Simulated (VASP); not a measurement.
# BC2 (P4_2/mmc) in VASP: notebook, part 2 of 2

VASP 6.6.1. The steps go on from the part before.

### 3 Relaxation of cell and atoms, PBE

This run uses another cell than the first one, of 7.76 Å³/atom, 1.002 times its volume.

The input, INCAR:

```
SYSTEM = BC2
PREC = Accurate ; ENCUT = 600
EDIFF = 1E-6 ; ISMEAR = 0
SIGMA = 0.1 ; LREAL = .False.
LASPH = .True. ; NELM = 100
ALGO = Normal ; ISIF = 3
LWAVE = .False. ; LCHARG = .False.
GGA = PE ; IBRION = 2
NSW = 100 ; EDIFFG = -0.01
```

The input, KPOINTS:

```
regular mesh
0
Gamma
  14 14 6
  0 0 0
```

The input, POSCAR:

```
BC2
1.0
    2.6801716692      0.0000000000      0.0000000000
    0.0000000000      2.6801716692      0.0000000000
    0.0000000000      0.0000000000      6.4820579494
B C
2 4
Direct
    0.5000000000      0.5000000000      0.7500000000
    0.5000000000      0.5000000000      0.2500000000
    0.5000000000      0.0000000000      0.6037416473
    0.0000000000      0.5000000000      0.8962583527
    0.0000000000      0.5000000000      0.1037416473
    0.5000000000      0.0000000000      0.3962583527
```

Potentials or basis: VASP PAW PBE potentials, release 64 (B, C).

On the command line:

```sh
> cat potpaw_PBE.64/B/POTCAR potpaw_PBE.64/C/POTCAR > POTCAR
> mpirun -np 1 vasp_std > vasp.out
```

Wall time 1.9 min (1 thread of Intel Xeon 6975P-C (Granite Rapids), shared host); peak memory 0.24 GiB.

Results (log left out):

```
Free energy                            : -46.7475 eV
Relaxed volume                         : 7.74 Å³/atom
Relaxed cell                           : a = 2.677 Å, b = 2.677 Å, c = 6.481 Å, α = 90.00°, β = 90.00°, γ = 90.00°
Space group after relaxing (to 0.05 Å) : P4_2/mmc (No. 131)
Energy gained by relaxing              : 0.3 meV/atom
Ionic steps                            : 5
Pressure after relaxing                : 0.0 GPa
Largest force after relaxing           : 0.009 eV/Å
Band gap on the k mesh                 : zero (band 11 reaches 7.30 eV, above the bottom of band 12 at 1.82 eV)
```

Forces on the atoms (eV/Å):
```
B    0.000  0.000  0.000
B    0.000  0.000  0.000
C    0.000  0.000 -0.009
C    0.000  0.000  0.009
C    0.000  0.000 -0.009
C    0.000  0.000  0.009
```

Stress tensor (GPa, compression positive):
```
-0.07  0.00  0.00
 0.00 -0.07  0.00
 0.00  0.00  0.09
```

Step by step:
| step | energy change (eV) | largest force (eV/Å) | pressure (GPa) | volume (Å³) |
| --- | --- | --- | --- | --- |
| 1 | 0.0000 | 0.2409 | -0.11 | 46.56 |
| 2 | 0.0159 | 0.7566 | -2.26 | 46.53 |
| 3 | -0.0015 | 0.0013 | -0.65 | 46.55 |
| 4 | -0.0017 | 0.0112 | 0.26 | 46.37 |
| 5 | -0.0017 | 0.0086 | -0.01 | 46.43 |

Final structure:
```yaml
crystal:
  lattice:
    - [2.67654, 0.00000, 0.00000]
    - [0.00000, 2.67654, 0.00000]
    - [0.00000, 0.00000, 6.48104]
  atoms:
    - { symbol: B, position: [0.50000, 0.50000, 0.75000] }
    - { symbol: B, position: [0.50000, 0.50000, 0.25000] }
    - { symbol: C, position: [0.50000, 0.00000, 0.60421] }
    - { symbol: C, position: [0.00000, 0.50000, 0.89579] }
    - { symbol: C, position: [0.00000, 0.50000, 0.10421] }
    - { symbol: C, position: [0.50000, 0.00000, 0.39579] }
```

Levels at points of the mesh, in eV from the Fermi level:
```tsv
k point	band 8	band 9	band 10	band 11	band 12	band 13	band 14	band 15
(0.00, 0.00, 0.00)	-1.24	0.28	0.28	0.63	0.63	6.25	6.91	6.91
(0.50, 0.00, 0.00)	-2.68	-2.51	-1.50	1.07	1.57	1.93	6.68	9.95
(0.50, 0.50, 0.00)	-4.85	-4.85	-4.66	-2.69	-1.08	0.03	4.95	7.41
(0.00, 0.00, 0.50)	-2.31	-1.16	-1.16	2.69	2.69	5.18	5.18	6.71
(0.50, 0.00, 0.50)	-3.84	-1.48	-1.10	1.07	1.53	2.96	6.66	10.13
(0.50, 0.50, 0.50)	-4.73	-3.96	-3.96	-2.79	-2.79	2.48	2.48	6.33
```

### 4 Single point, PBE

This run uses another cell than the first one, of 4.89 Å³/atom, 0.632 times its volume.

The input, INCAR:

```
SYSTEM = BC2
  PREC = Accurate
  ENCUT = 520
  EDIFF = 1E-6
  ISMEAR = 0
  SIGMA = 0.1
  LREAL = .False.
  LASPH = .True.
  NELM = 80
  ALGO = Normal
  ISIF = 2
  LWAVE = .False.
  LCHARG = .True.
  GGA = PE
  LELF = .True.
  LVHAR = .True.
  NBANDS = 20
```

The input, KPOINTS:

```
Automatic mesh
0
Gamma
  6 6 6
  0 0 0
```

The input, POSCAR:

```
BC2
1.0
    2.9977642700      0.0000000000      0.0000000000
    0.0000000000      2.9977642700      0.0000000000
    0.0000000000      0.0000000000      3.2680188000
B C
2 4
Direct
    0.5000000000      0.5000000000      0.7500000000
    0.5000000000      0.5000000000      0.2500000000
    0.5000000000      0.0000000000      0.7072967400
    0.0000000000      0.5000000000      0.7927032600
    0.0000000000      0.5000000000      0.2072967400
    0.5000000000      0.0000000000      0.2927032600
```

Potentials or basis: VASP PAW PBE potentials, release 64 (B, C).

On the command line:

```sh
> cat potpaw_PBE.64/B/POTCAR potpaw_PBE.64/C/POTCAR > POTCAR
> mpirun -np 1 vasp_std > vasp.out
```

OUTCAR:

```text
SYSTEM = BC2
   PREC = Accurate
   ENCUT = 520
   EDIFF = 1E-6
   ISMEAR = 0
   LREAL = .False.
   LASPH = .True.
   NELM = 80
   ISIF = 2
   GGA = PE

 ion  position               nearest neighbor table
   1  0.500  0.500  0.750-   3 1.51   4 1.51   3 1.51   4 1.51   2 1.63   2 1.63   6 2.12   6 2.12
                             5 2.12   5 2.12
   2  0.500  0.500  0.250-   5 1.51   6 1.51   6 1.51   5 1.51   1 1.63   1 1.63   3 2.12   4 2.12
                             4 2.12   3 2.12
   3  0.500  0.000  0.707-   6 1.35   1 1.51   1 1.51   6 1.91   2 2.12   2 2.12
   4  0.000  0.500  0.793-   5 1.35   1 1.51   1 1.51   5 1.91   2 2.12   2 2.12
   5  0.000  0.500  0.207-   4 1.35   2 1.51   2 1.51   4 1.91   1 2.12   1 2.12
   6  0.500  0.000  0.293-   3 1.35   2 1.51   2 1.51   3 1.91   1 2.12   1 2.12
[... 763 lines left out ...]
  Total       25.8091427     25.8091427     43.8663996      0.0000000      0.0000000      0.0000000
  in kB     1408.0064902   1408.0064902   2393.1122417      0.0000000      0.0000000      0.0000000
  external PRESSURE =    1736.3750740 kB  Pullay stress =       0.0000000 kB

 VOLUME and BASIS-vectors are now :
 -----------------------------------------------------------------------------
  energy-cutoff  :      520.00
  volume of cell :       29.37
      direct lattice vectors                 reciprocal lattice vectors
     2.997764270  0.000000000  0.000000000     0.333581933  0.000000000  0.000000000
     0.000000000  2.997764270  0.000000000     0.000000000  0.333581933  0.000000000
     0.000000000  0.000000000  3.268018800     0.000000000  0.000000000  0.305995792

 POSITION                                       TOTAL-FORCE (eV/Angst)
 -----------------------------------------------------------------------------------
      1.49888      1.49888      2.45101         0.000000      0.000000      0.000000
      1.49888      1.49888      0.81700         0.000000      0.000000     -0.000000
      1.49888      0.00000      2.31146         0.000000     -0.000000     -0.267882
      0.00000      1.49888      2.59057        -0.000000      0.000000      0.267882
      0.00000      1.49888      0.67745         0.000000      0.000000     -0.267882
      1.49888      0.00000      0.95656         0.000000      0.000000      0.267882
 -----------------------------------------------------------------------------------
    total drift:                                0.000000      0.000000     -0.000000

  FREE ENERGIE OF THE ION-ELECTRON SYSTEM (eV)
  ---------------------------------------------------
  free  energy   TOTEN  =       -32.0146527428 eV

  energy  without entropy=      -32.0062440945  energy(sigma->0) =      -32.01044842
```

OSZICAR:

```text
N       E                     dE             d eps       ncg     rms          rms(c)
DAV:   1     0.574119262717E+02    0.57412E+02   -0.11902E+04  1600   0.108E+03
DAV:   2    -0.322787086274E+02   -0.89691E+02   -0.86103E+02  2136   0.229E+02
DAV:   3    -0.350200872027E+02   -0.27414E+01   -0.27108E+01  1960   0.334E+01
DAV:   4    -0.350341265793E+02   -0.14039E-01   -0.14034E-01  1984   0.268E+00
DAV:   5    -0.350342119959E+02   -0.85417E-04   -0.85413E-04  1928   0.195E-01    0.107E+01
DAV:   6    -0.325801592332E+02    0.24541E+01   -0.23241E+00  1792   0.918E+00    0.594E+00
DAV:   7    -0.320197709517E+02    0.56039E+00   -0.94365E-01  1872   0.632E+00    0.215E+00
DAV:   8    -0.320138933918E+02    0.58776E-02   -0.79201E-02  2016   0.191E+00    0.904E-01
DAV:   9    -0.320146426017E+02   -0.74921E-03   -0.29963E-03  1840   0.373E-01    0.553E-02
DAV:  10    -0.320146389047E+02    0.36970E-05   -0.19191E-04  1860   0.925E-02    0.284E-02
DAV:  11    -0.320146513605E+02   -0.12456E-04   -0.20488E-05  1864   0.344E-02    0.752E-03
DAV:  12    -0.320146525415E+02   -0.11811E-05   -0.39255E-06  1824   0.137E-02    0.485E-03
DAV:  13    -0.320146527428E+02   -0.20126E-06   -0.25001E-07  1068   0.387E-03
   1 F= -.32014653E+02 E0= -.32010448E+02  d E =-.840865E-02
```

stdout:

```text
POSCAR found type information on POSCAR B C
 POSCAR found :  2 types and       6 ions
 scaLAPACK will be used
 LDA part: xc-table for (Slater+PW92), standard interpolation
 POSCAR, INCAR and KPOINTS ok, starting setup
 FFT: planning ... GRIDC
 FFT: planning ... GRID_SOFT
 FFT: planning ... GRID
 WAVECAR not read
 entering main loop
```

Wall time 42 s (1 thread of AMD EPYC 7R13, shared host); peak memory 0.11 GiB.

Results:

| Item | Value |
| --- | --- |
| Free energy | -32.0147 eV |
| Pressure | 173.6 GPa |
| Largest force | 0.268 eV/Å |
| Band gap on the k mesh | zero (band 11 reaches 14.95 eV, above the bottom of band 12 at 9.76 eV) |

Forces on the atoms (eV/Å):
```
B    0.000  0.000  0.000
B    0.000  0.000  0.000
C    0.000  0.000 -0.268
C    0.000  0.000  0.268
C    0.000  0.000 -0.268
C    0.000  0.000  0.268
```

### 5 Overview

```tsv
task	cell	k mesh	cutoff (eV)	gap on the mesh (eV)	pressure (GPa)	largest force (eV/Å)
single point	a = 2.677, b = 2.677, c = 6.483 Å, 6 atoms	14 × 14 × 6	520	none	0.2	0.06
relaxation of cell and atoms	relaxed from a = 2.680, b = 2.680, c = 6.482 Å, 6 atoms	14 × 14 × 6	600	none	0.0	0.01
single point	a = 2.998, b = 2.998, c = 3.268 Å, 6 atoms	6 × 6 × 6	520	none	173.6	0.27
```

Alike in all rows: level PBE; potentials or basis VASP PAW PBE potentials, release 64 (B, C); no spin polarisation; smearing gaussian 0.1 eV.

Absolute energies hang on the potentials; compare differences alone.
